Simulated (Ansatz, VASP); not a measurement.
**One calculation of SiC, two programs**

INCAR

```
SYSTEM = SiC
ALGO = Normal ; EDIFF = 1E-6
ENCUT = 520 ; GGA = PS
ISIF = 2 ; ISMEAR = 0
LASPH = .TRUE. ; LCHARG = .FALSE.
LREAL = .FALSE. ; LWAVE = .FALSE.
NBANDS = 11 ; NELM = 80
PREC = Accurate ; SIGMA = 0.05
```

Contents of KPOINTS:

```
k-points
0
G
  10 10 10
  0 0 0
```

POSCAR

```
SiC
1.0
    0.0000000000      2.1783895848      2.1783895848
    2.1783895848      0.0000000000      2.1783895848
    2.1783895848      2.1783895848      0.0000000000
Si C
1 1
Direct
    0.0011779326     -0.0011779326      0.0011779326
    0.7472456717      0.7527543283      0.7472456717
```

Input for Ansatz:

```yaml
crystal:
  lattice:
    - [0.0, 2.1783895848, 2.1783895848]
    - [2.1783895848, 0.0, 2.1783895848]
    - [2.1783895848, 2.1783895848, 0.0]
  atoms:
    - { symbol: Si, position: [0.0011779326, -0.0011779326, 0.0011779326] }
    - { symbol: C, position: [0.7472456717, 0.7527543283, 0.7472456717] }
basis:
  ecutwfc: 520.0
kpoints:
  mp_grid: { grid: [10, 10, 10] }
hamiltonian:
  xc: pbesol
scf:
  occupations: { method: gaussian, width: 0.05 }
output:
  forces: true
  stress: true
  eigenvalues: true
```

Change from the starting cell: mode 6 frozen in at -0.012 Å, equal normal strain along x, y and z +0.0000.

Alike in both runs: task single point; functional PBEsol; k mesh 10 × 10 × 10; occupations gaussian, width 0.05 eV; no spin polarisation.

|  | VASP | Ansatz |
| --- | --- | --- |
| version | VASP 6.6.1 | Ansatz 0.2.0 |
| potentials or method | VASP PAW PBE potentials, release 64 (Si, C), cutoff 520 eV | scalar-relativistic, plane waves, PAW |
| valence electrons in the cell | 8 | 8 |

|  | VASP | Ansatz | Ansatz less VASP |
| --- | --- | --- | --- |
| gap on the k mesh at the Fermi level (eV) | 1.15 | 1.16 | +0.010 |
| least direct gap on the mesh (eV) | 4.40 | 4.41 | +0.009 |
| pressure (GPa) | 0.4 | 0.0 | -0.36 |
| traceless stress, the component that is largest in VASP (GPa) | -1.14 | -1.13 | +0.015 |
| rms of the force components (eV/Å) | 0.190 | 0.189 | -0.0006 |

VASP's potentials were made for PBE, not for PBEsol. Atom by atom the forces differ by 0.001 eV/Å (rms over components).
